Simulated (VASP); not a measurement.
# YbBi (P-6m2) in VASP: further runs, part 2 of 2

VASP 6.6.1. The steps go on from the part before.

### 3 Single point, PBE+U, collinear spin, zero start (35.90 Å³/atom)

This run uses another cell than the first one, of 35.90 Å³/atom.

The input, INCAR:

```
ALGO = Normal
EDIFF = 1E-6
ENCUT = 520
GGA = PE
ISIF = 2
ISMEAR = 0
ISPIN = 2
LASPH = True
LCHARG = False
LDAU = True
LDAUJ = 0 0
LDAUL = 3 -1
LDAUPRINT = 1
LDAUTYPE = 2
LDAUU = 6 0
LMAXMIX = 6
LORBIT = 11
LREAL = False
LWAVE = False
MAGMOM = 0 0
NBANDS = 30
NELM = 150
PREC = Accurate
SIGMA = 0.05
```

The input, KPOINTS:

```
k-points
0
Gamma
  8 8 8
```

The input, POSCAR:

```
YbBi
1.0
    4.1937582756      0.0000000000      0.0000000000
   -2.0968791378      3.6319012040      0.0000000000
    0.0000000000      0.0000000000      4.7134340303
Yb Bi
1 1
Direct
    0.0000000000      0.0000000000      0.0000000000
    0.6666666667      0.3333333333      0.5000000000
```

Potentials or basis: VASP PAW PBE potentials, release 64 (Yb, Bi_d).

Started as:

```
$ cat potpaw_PBE.64/Yb/POTCAR potpaw_PBE.64/Bi_d/POTCAR > POTCAR
$ mpirun -np 1 vasp_std > vasp.out
```

OUTCAR:

```text
EDIFF = 1E-6
   ENCUT = 520
   GGA = PE
   ISIF = 2
   ISMEAR = 0
   ISPIN = 2
   LASPH = True
   LORBIT = 11
   LREAL = False
   NELM = 150
   PREC = Accurate

 ion  position               nearest neighbor table
   1  0.000  0.000  0.000-   2 3.38   2 3.38   2 3.38   2 3.38   2 3.38   2 3.38
   2  0.667  0.333  0.500-   1 3.38   1 3.38   1 3.38   1 3.38   1 3.38   1 3.38

  LATTYP: Found a hexagonal cell.
 ALAT       =     4.1937582756
 C/A-ratio  =     1.1239164779

  Lattice vectors:

 A1 = (   4.1937582756,   0.0000000000,   0.0000000000)
 A2 = (  -2.0968791378,   3.6319012040,   0.0000000000)
 A3 = (   0.0000000000,   0.0000000000,   4.7134340303)

Analysis of symmetry for initial positions (statically):
=====================================================================
 Subroutine PRICEL returns:
 Original cell was already a primitive cell.

 Routine SETGRP: Setting up the symmetry group for a
 hexagonal supercell.

 Subroutine GETGRP returns: Found 12 space group operations
 (whereof 12 operations were pure point group operations)
 out of a pool of 24 trial point group operations.

The static configuration has the point symmetry D_3h.

Analysis of symmetry for dynamics (positions and initial velocities):
=====================================================================
 Subroutine PRICEL returns:
 Original cell was already a primitive cell.

 Routine SETGRP: Setting up the symmetry group for a
 hexagonal supercell.

 Subroutine GETGRP returns: Found 12 space group operations
 (whereof 12 operations were pure point group operations)
 out of a pool of 24 trial point group operations.

[... 197 lines left out ...]
  o =  0.9901  v = -0.0000  0.0000 -0.0000 -1.0000 -0.0000  0.0000  0.0000  0.0000  0.0000  0.0000  0.0000  0.0000  0.0000  0.0000      0.0000  0.0000  0.0000  0.0000  0.0000  0.0000  0.0000  0.0000  0.0000  0.0000  0.0000  0.0000  0.0000  0.0000
  o =  0.9901  v =  0.0000  0.0000  0.0000  0.0000  0.0000  0.0000  0.0000 -0.0000  0.0000  0.0000  1.0000  0.0000 -0.0000  0.0000      0.0000  0.0000  0.0000  0.0000  0.0000  0.0000  0.0000  0.0000  0.0000  0.0000  0.0000  0.0000  0.0000  0.0000

 number of electron      39.0000007 magnetization      -0.0000001

 Free energy of the ion-electron system (eV)
  ---------------------------------------------------
  ext. energy  EPLUGINS =         0.00000000
  ---------------------------------------------------
  free energy    TOTEN  =        -7.72638825 eV

  energy without entropy =       -7.72531054  energy(sigma->0) =       -7.72584940

 E-fermi :   3.4737     XC(G=0):  -9.3658

 val. band max:        3.4531909898   @ k =   0.5000   0.0000   0.3750
 cond. band min:       3.5359962992   @ k =   0.3750  -0.0000   0.5000
 fundamental gap:      0.0828053094
 Fermi energy:         3.4737327788

 spin component 1

 k-point     1 :       0.0000    0.0000    0.0000
  band No.  band energies     occupation
      1     -46.9399      1.00000
      2     -19.5154      1.00000
      3     -19.5154      1.00000
      4     -19.4513      1.00000
      5     -18.5776      1.00000
      6     -18.5776      1.00000
[... 1577 lines left out ...]
     29      12.7266      0.00000
     30      14.1987      0.00000

 [... further k-points ...]

------------------------ aborting loop because EDIFF is reached ----------------------------------------

  FORCE on cell =-STRESS in cart. coord.  units (eV):
  Direction    XX          YY          ZZ          XY          YZ          ZX
  --------------------------------------------------------------------------------------
  -------------------------------------------------------------------------------------
  Total       -0.8166590     -0.8166590     -0.9306379      0.0000000      0.0000000      0.0000000
  in kB      -18.2253759    -18.2253759    -20.7690416      0.0000000      0.0000000      0.0000000
  external PRESSURE =     -19.0732645 kB  Pullay stress =       0.0000000 kB

 VOLUME and BASIS-vectors are now :
 -----------------------------------------------------------------------------
  energy-cutoff  :      520.00
  volume of cell :       71.79
      direct lattice vectors                 reciprocal lattice vectors
     4.193758276  0.000000000  0.000000000     0.238449604  0.137668943  0.000000000
    -2.096879138  3.631901204  0.000000000     0.000000000  0.275337886  0.000000000
     0.000000000  0.000000000  4.713434030     0.000000000  0.000000000  0.212159541

 POSITION                                       TOTAL-FORCE (eV/Angst)
 -----------------------------------------------------------------------------------
      0.00000      0.00000      0.00000         0.000000     -0.000000      0.000000
      2.09688      1.21063      2.35672        -0.000000      0.000000      0.000000
 -----------------------------------------------------------------------------------
    total drift:                               -0.000000      0.000000      0.000000

  FREE ENERGIE OF THE ION-ELECTRON SYSTEM (eV)
  ---------------------------------------------------
  free  energy   TOTEN  =        -7.7263882508 eV

  energy  without entropy=       -7.7253105395  energy(sigma->0) =       -7.72584940

 total charge

# of ion       s       p       d       f       tot
--------------------------------------------------
    1        2.122   6.028   0.223  13.824  22.198
    2        1.477   1.509   9.884   0.000  12.869
--------------------------------------------------
tot          3.599   7.537  10.107  13.824  35.067

 magnetization (x)

# of ion       s       p       d       f       tot
--------------------------------------------------
    1        0.000  -0.000   0.000  -0.000  -0.000
    2       -0.000   0.000  -0.000   0.000   0.000
--------------------------------------------------
tot         -0.000  -0.000   0.000  -0.000  -0.000
```

OSZICAR:

```text
N       E                     dE             d eps       ncg     rms          rms(c)
DAV:   1     0.326732021476E+03    0.32673E+03   -0.15485E+04  8870   0.840E+03
DAV:   2     0.435065388257E+02   -0.28323E+03   -0.27189E+03  8320   0.107E+03
[... 23 lines left out ...]
DAV:  26    -0.772644647464E+01    0.23579E-04   -0.22864E-05  9488   0.150E-01    0.176E-01
DAV:  27    -0.772640067273E+01    0.45802E-04   -0.63549E-05  9284   0.390E-01    0.708E-02
DAV:  28    -0.772639196627E+01    0.87065E-05   -0.20025E-05 11556   0.168E-01    0.115E-01
DAV:  29    -0.772638948404E+01    0.24822E-05   -0.46372E-06  8714   0.865E-02    0.108E-01
DAV:  30    -0.772638826598E+01    0.12181E-05   -0.10054E-05  9400   0.161E-01    0.780E-02
DAV:  31    -0.772638825083E+01    0.15156E-07   -0.18654E-06  7102   0.193E-02
   1 F= -.77263883E+01 E0= -.77258494E+01  d E =-.107771E-02  mag=     0.0000
```

Wall time 14 min (1 thread of Oxide Virtual Turin-like, shared host); peak memory 0.31 GiB.

Results:

```yaml
Free_energy: -7.7264 eV
Pressure: -1.9 GPa
Net_moment: 0.00 μB per cell
Valence_electrons_inside_the_program's_atomic_spheres: Yb 22.20; Bi 12.87
```

Levels at points of the mesh, in eV from the Fermi level:
Spin up:
| k point | band 15 | band 16 | band 17 | band 18 | band 19 | band 20 | band 21 | band 22 | band 23 | band 24 |
| --- | --- | --- | --- | --- | --- | --- | --- | --- | --- | --- |
| (0.00, 0.00, 0.00) | -1.18 | -1.18 | -1.18 | -0.56 | -0.31 | 0.88 | 0.88 | 2.83 | 4.70 | 4.70 |
| (0.50, 0.00, 0.00) | -1.21 | -1.18 | -1.17 | -1.17 | -0.61 | 0.52 | 1.35 | 3.02 | 4.20 | 4.64 |
| (0.00, 0.00, 0.50) | -1.21 | -1.18 | -1.16 | -1.16 | 1.39 | 1.39 | 3.21 | 3.21 | 3.68 | 4.86 |
| (0.50, 0.00, 0.50) | -1.20 | -1.19 | -1.17 | -1.16 | -1.16 | -0.10 | 0.68 | 3.78 | 3.98 | 5.84 |
Spin down:
```
           k point  band 15  band 16  band 17  band 18  band 19  band 20  band 21  band 22  band 23  band 24
(0.00, 0.00, 0.00)    -1.18    -1.18    -1.18    -0.56    -0.31     0.88     0.88     2.83     4.70     4.70
(0.50, 0.00, 0.00)    -1.21    -1.18    -1.17    -1.17    -0.61     0.52     1.35     3.02     4.20     4.64
(0.00, 0.00, 0.50)    -1.21    -1.18    -1.16    -1.16     1.39     1.39     3.21     3.21     3.68     4.86
(0.50, 0.00, 0.50)    -1.20    -1.19    -1.17    -1.16    -1.16    -0.10     0.68     3.78     3.98     5.84
```

Eigenvalues of the final occupation matrices:
```
    site  spin  trace                         eigenvalues
site 1 f     1   6.92  0.99 0.99 0.99 0.99 0.99 0.99 0.99
site 1 f     2   6.92  0.99 0.99 0.99 0.99 0.99 0.99 0.99
```

Caveat: no moment was typed at the start, so none could form; spin-orbit coupling is left out, which moves the levels of the heavy elements.
